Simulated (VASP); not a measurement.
# Sr (P6_3/mmc) in VASP: relaxation of cell and atoms with LDA

Aim: the relaxation of cell and atoms of Sr with LDA.

Program: VASP 6.6.1. These are calculated values, not measurements. Logs are shortened: lines on timing, memory, paths and dates and some standing lists are left out, and cuts for length are marked.

## 1. The cell of the first run

The structure is hexagonal, space group P6_3/mmc (No. 194). The conventional cell has a = 4.098 Å, b = 4.098 Å, c = 6.639 Å, α = 90.00°, β = 90.00°, γ = 120.00°. Sr (site symmetry -6m2) has 12 Sr at 4.08 to 4.10 Å within 5.3 Å.

## 2. Relaxation of cell and atoms, LDA, target pressure 0.14 GPa, at which the enthalpy is minimised

Contents of INCAR:

```
SYSTEM = Sr
PREC = Accurate ; ENCUT = 600
EDIFF = 1E-6 ; ISMEAR = -1
SIGMA = 0.1 ; LREAL = .False.
LASPH = .True. ; NELM = 80
ALGO = Normal ; ISIF = 3
LWAVE = .False. ; LCHARG = .False.
GGA = CA ; IBRION = 2
NSW = 60 ; EDIFFG = -0.005
PSTRESS = 1.4000000000000001
```

Contents of KPOINTS:

```
regular mesh
0
Gamma
  11 11 6
  0 0 0
```

Contents of POSCAR:

```
Sr
1.0
    4.0983384434      0.0000000000      0.0000000000
   -2.0491692217      3.5492652053      0.0000000000
    0.0000000000      0.0000000000      6.6393082783
Sr
2
Direct
    0.3333333333      0.6666666667      0.2500000000
    0.6666666667      0.3333333333      0.7500000000
```

Potentials or basis: VASP PAW LDA potentials, release 64 (Sr_sv).

The run is started by

```sh
cat potpaw_LDA.64/Sr_sv/POTCAR > POTCAR
mpirun -np 1 vasp_std > vasp.out
```

OUTCAR:

```text
SYSTEM = Sr
   PREC = Accurate
   ENCUT = 600
   EDIFF = 1E-6
   ISMEAR = -1
   LREAL = .False.
   LASPH = .True.
   NELM = 80
   ISIF = 3
   GGA = CA
   IBRION = 2
   NSW = 60
   EDIFFG = -0.005
   PSTRESS = 1.4000000000000001

 ion  position               nearest neighbor table
   1  0.333  0.667  0.250-   2 4.08   2 4.08   2 4.08   2 4.08   2 4.08   2 4.08
   2  0.667  0.333  0.750-   1 4.08   1 4.08   1 4.08   1 4.08   1 4.08   1 4.08

  LATTYP: Found a hexagonal cell.
 ALAT       =     4.0983384434
 C/A-ratio  =     1.6200000000

  Lattice vectors:

 A1 = (   4.0983384434,   0.0000000000,   0.0000000000)
 A2 = (  -2.0491692217,   3.5492652053,   0.0000000000)
 A3 = (   0.0000000000,   0.0000000000,   6.6393082783)

Analysis of symmetry for initial positions (statically):
=====================================================================
 Subroutine PRICEL returns:
 Original cell was already a primitive cell.

 Routine SETGRP: Setting up the symmetry group for a
 hexagonal supercell.

 Subroutine GETGRP returns: Found 24 space group operations
 (whereof 12 operations were pure point group operations)
 out of a pool of 24 trial point group operations.

The static configuration has the point symmetry D_3d.
 The point group associated with its full space group is D_6h.

Analysis of symmetry for dynamics (positions and initial velocities):
=====================================================================
 Subroutine PRICEL returns:
 Original cell was already a primitive cell.

 Routine SETGRP: Setting up the symmetry group for a
 hexagonal supercell.

 Subroutine GETGRP returns: Found 24 space group operations
 (whereof 12 operations were pure point group operations)
 out of a pool of 24 trial point group operations.

The dynamic configuration has the point symmetry D_3d.
 The point group associated with its full space group is D_6h.

 Subroutine INISYM returns: Found 24 space group operations
 (whereof 12 operations are pure point group operations),
 and found     1 'primitive' translations

----------------------------------------------------------------------------------------

                                     Primitive cell

  volume of cell :      96.5760

  direct lattice vectors                    reciprocal lattice vectors
     4.098338443  0.000000000  0.000000000     0.244001322  0.140874229  0.000000000
    -2.049169222  3.549265205  0.000000000     0.000000000  0.281748458  0.000000000
     0.000000000  0.000000000  6.639308278     0.000000000  0.000000000  0.150618100

  length of vectors
     4.098338443  4.098338443  6.639308278     0.281748458  0.281748458  0.150618100

  position of ions in fractional coordinates (direct lattice)
     0.333333333  0.666666667  0.250000000
     0.666666667  0.333333333  0.750000000

  ion indices of the primitive-cell ions
   primitive index   ion index
                 1           1
                 2           2

----------------------------------------------------------------------------------------

 KPOINTS: regular mesh

Automatic generation of k-mesh.
 Grid dimensions read from file:
 generate k-points for:   11   11    6

 Generating k-lattice:

  Cartesian coordinates                     Fractional coordinates (reciprocal lattice)
     0.022181938  0.012806748  0.000000000     0.090909091  0.000000000  0.000000000
     0.000000000  0.025613496  0.000000000     0.000000000  0.090909091  0.000000000
     0.000000000  0.000000000  0.025103017     0.000000000  0.000000000  0.166666667

  Length of vectors
     0.025613496  0.025613496  0.025103017

  Shift w.r.t. Gamma in fractional coordinates (k-lattice)
     0.000000000  0.000000000  0.000000000

 Subroutine IBZKPT returns following result:
 ===========================================

 Found     64 irreducible k-points:

 Following reciprocal coordinates:
            Coordinates               Weight
  0.000000  0.000000  0.000000      1.000000
  0.090909  0.000000  0.000000      6.000000
  0.181818 -0.000000  0.000000      6.000000
  0.272727 -0.000000  0.000000      6.000000
  0.363636 -0.000000  0.000000      6.000000
  0.454545  0.000000  0.000000      6.000000
[... 16 lines left out ...]
  0.090909  0.090909  0.166667     12.000000
  0.181818  0.090909  0.166667     24.000000
 [... further k-points ...]
   k-points           NKPTS =     64   k-points in BZ     NKDIM =     64   number of bands    NBANDS=     14
   number of dos      NEDOS =    301   number of ions     NIONS =      2
   total plane-waves  NPLWV =  69984
   dimension x,y,z NGX =    36 NGY =   36 NGZ =   54
   dimension x,y,z NGXF=    72 NGYF=   72 NGZF=  108
   ions per type =               2
   NGX,Y,Z   is equivalent  to a cutoff of  14.60, 14.60, 13.52 a.u.
   NGXF,Y,Z  is equivalent  to a cutoff of  29.21, 29.21, 27.04 a.u.
 SYSTEM =  Sr
   PREC   = accura    normal or accurate (medium, high low for compatibility)
   ISTART =      0    job   : 0-new  1-cont  2-samecut
   ICHARG =      2    charge: 1-file 2-atom 10-const
   ISPIN  =      1    spin polarized calculation?
   LNONCOLLINEAR =      F non collinear calculations
   LSORBIT =      F    spin-orbit coupling
   LASPH  =      T    aspherical Exc in radial PAW
   ENCUT  =  600.0 eV  44.10 Ry    6.64 a.u.   8.19  8.19 13.26*2*pi/ulx,y,z
   NELM   =     80;   NELMIN=  2; NELMDL= -5     # of ELM steps
   EDIFF  = 0.1E-05   stopping-criterion for ELM
   LREAL  =      F    real-space projection
   EDIFFG = -.5E-02   stopping-criterion for IOM
   NSW    =     60    number of steps for IOM
   IBRION =      2    ionic relax: 0-MD 1-quasi-New 2-CG
   NFREE  =      1    steps in history (QN), initial steepest desc. (CG)
   ISIF   =      3    stress and relaxation
   ISYM   =      2    0-nonsym 1-usesym 2-fastsym
   POTIM  = 0.5000    time-step for ionic-motion
   TEBEG  =    0.0;   TEEND  =   0.0 temperature during run
   PSTRESS=    1.4 pullay stress
   NELECT =      20.0000    total number of electrons
   NUPDOWN=      -1.0000    fix difference up-down
   EMIN   =  10.00;   EMAX   =-10.00  energy-range for DOS
   EFERMI =   0.00;   METHOD = LEGACY
   ISMEAR =    -1;   SIGMA  =   0.10  broadening in eV -4-tet -1-fermi 0-gaus
   EFERMI_NEDOS =   21; number of points for ismear=-14 and -15
   IALGO  =     38    algorithm
   IMIX   =      4    mixing-type and parameters
     AMIX     =   0.40;   BMIX     =  1.00
     AMIX_MAG =   1.60;   BMIX_MAG =  1.00
  volume/ion in A,a.u.               =      48.29       325.86
  Fermi-wavevector in a.u.,A,eV,Ry     =   0.968564  1.830321 12.763854  0.938117
  Thomas-Fermi vector in A             =   2.098544
   LORBIT       =      0    0 simple, 1 ext, 2 COOP (PROOUT), +10 PAW based schemes
   GGA     = CA    functional components
   LHFCALC =     F    Hartree Fock is set to
   AEXX    =    0.0000 exact exchange contribution
   IVDW    =     0    specifies the selected vdW correction
   LEPSILON=     F    determine dielectric tensor
   LRPA    =     F    only Hartree local field effects (RPA)
 conjugate gradient relaxation of ions
 non-spin polarized calculation
  energy-cutoff  :      600.00
  volume of cell :       96.58
 maximum number of plane-waves:      3273
 NGX is ok and might be reduce to    36
   NGX = 17   NGY = 17   NGZ = 27

--------------------------------------- Ionic step        1  -------------------------------------------

 number of electron      20.0000000 magnetization

 Free energy of the ion-electron system (eV)
  ---------------------------------------------------
  ext. energy  EPLUGINS =         0.00000000
  ---------------------------------------------------
  free energy    TOTEN  =        -3.82212183 eV

  energy without entropy =       -3.73467394  energy(sigma->0) =       -3.77839789

------------------------ aborting loop because EDIFF is reached ----------------------------------------

  FORCE on cell =-STRESS in cart. coord.  units (eV):
  Direction    XX          YY          ZZ          XY          YZ          ZX
  --------------------------------------------------------------------------------------
  -------------------------------------------------------------------------------------
  Total        0.0388375      0.0388375      0.2421700      0.0000000     -0.0000000      0.0000000
  in kB        0.6443066      0.6443066      4.0175542      0.0000000     -0.0000000      0.0000000
  external PRESSURE =       0.3687225 kB  Pullay stress =       1.4000000 kB
[... 175 lines left out ...]
  enthalpy is  TOTEN    =        -3.7385681657 eV   P V=        0.0847037767

--------------------------------------- Ionic step        6  -------------------------------------------

 number of electron      20.0000001 magnetization

 Free energy of the ion-electron system (eV)
  ---------------------------------------------------
  ext. energy  EPLUGINS =         0.00000000
  ---------------------------------------------------
  free energy    TOTEN  =        -3.82317231 eV

  energy without entropy =       -3.73584656  energy(sigma->0) =       -3.77950943

 E-fermi :   1.8431     XC(G=0):  -7.9661

 val. band max:        1.8216580874   @ k =   0.4545   0.0000   0.0000
 cond. band min:       1.8539480258   @ k =   0.4545   0.0909   0.0000
 fundamental gap:      0.0322899384
 Fermi energy:         1.8430734697

 k-point     1 :       0.0000    0.0000    0.0000
  band No.  band energies     occupation
      1     -34.3324      2.00000
      2     -34.3065      2.00000
      3     -16.5963      2.00000
      4     -16.3263      2.00000
      5     -16.3263      2.00000
      6     -16.2851      2.00000
      7     -16.2851      2.00000
      8     -16.2837      2.00000
      9      -1.9778      2.00000
     10       0.6142      1.99999
     11       2.1781      0.06775
     12       4.1963      0.00000
     13       4.2210      0.00000
     14       4.2210      0.00000
[... 375 lines left out ...]
 k-point    24 :       0.1818    0.0909    0.1667
  band No.  band energies     occupation
      1     -34.3196      2.00000
      2     -34.3026      2.00000
      3     -16.5356      2.00000
      4     -16.4267      2.00000
      5     -16.4140      2.00000
      6     -16.3576      2.00000
      7     -16.3159      2.00000
      8     -16.3094      2.00000
      9      -0.9709      2.00000
     10       1.1138      1.99864
     11       2.1836      0.06428
     12       2.9718      0.00003
     13       3.7728      0.00000
     14       3.9406      0.00000

 [... further k-points ...]
[... 5 lines left out ...]
  --------------------------------------------------------------------------------------
  -------------------------------------------------------------------------------------
  Total        0.0783822      0.0783822      0.0832845     -0.0000000     -0.0000000      0.0000000
  in kB        1.2972315      1.2972315      1.3783655     -0.0000000     -0.0000000      0.0000000
  external PRESSURE =      -0.0757238 kB  Pullay stress =       1.4000000 kB
[... 17 lines left out ...]
  FREE ENERGIE OF THE ION-ELECTRON SYSTEM (eV)
  ---------------------------------------------------
  free  energy   TOTEN  =        -3.8231723112 eV

  energy  without entropy=       -3.7358465587  energy(sigma->0) =       -3.77950943

  enthalpy is  TOTEN    =        -3.7385805933 eV   P V=        0.0845917180

 reached required accuracy - stopping structural energy minimisation
```

It took 5.1 min on 1 thread of Intel Xeon 6975P-C, shared host; peak memory 0.26 GiB.

What came out:

* Free energy: -3.8232 eV
* Relaxed volume: 48.40 Å³/atom
* Relaxed cell: a = 4.085 Å, b = 4.085 Å, c = 6.697 Å, α = 90.00°, β = 90.00°, γ = 120.00°
* Space group after relaxing (to 0.05 Å): P6_3/mmc (No. 194)
* Energy change on relaxing (the enthalpy is what falls): -0.5 meV/atom
* Ionic steps: 6
* Pressure after relaxing: 0.1 GPa
* Band gap on the k mesh: zero (band 10 reaches 1.98 eV, above the bottom of band 11 at 1.82 eV)

Step by step:
```
step  energy change (eV)  largest force (eV/Å)  pressure (GPa)  volume (Å³)
   1              0.0000                0.0000            0.18        96.58
   2             -0.0007                0.0000            0.15        96.73
   3             -0.0012                0.0000            0.10        97.03
   4             -0.0012                0.0000            0.11        96.94
   5             -0.0012                0.0000            0.12        96.94
   6             -0.0011                0.0000            0.13        96.81
```

Final structure:
```cif
data_structure
_symmetry_space_group_name_H-M 'P 1'
_symmetry_Int_Tables_number 1
_cell_length_a 4.0855
_cell_length_b 4.0855
_cell_length_c 6.6972
_cell_angle_alpha 90.000
_cell_angle_beta 90.000
_cell_angle_gamma 120.000
_cell_volume 96.81
loop_
_atom_site_label
_atom_site_type_symbol
_atom_site_fract_x
_atom_site_fract_y
_atom_site_fract_z
_atom_site_occupancy
Sr1 Sr 0.33333 0.66667 0.25000 1
Sr2 Sr 0.66667 0.33333 0.75000 1
```

Caveat: the cell is relaxed towards a set pressure, so the enthalpy falls and the energy may rise.
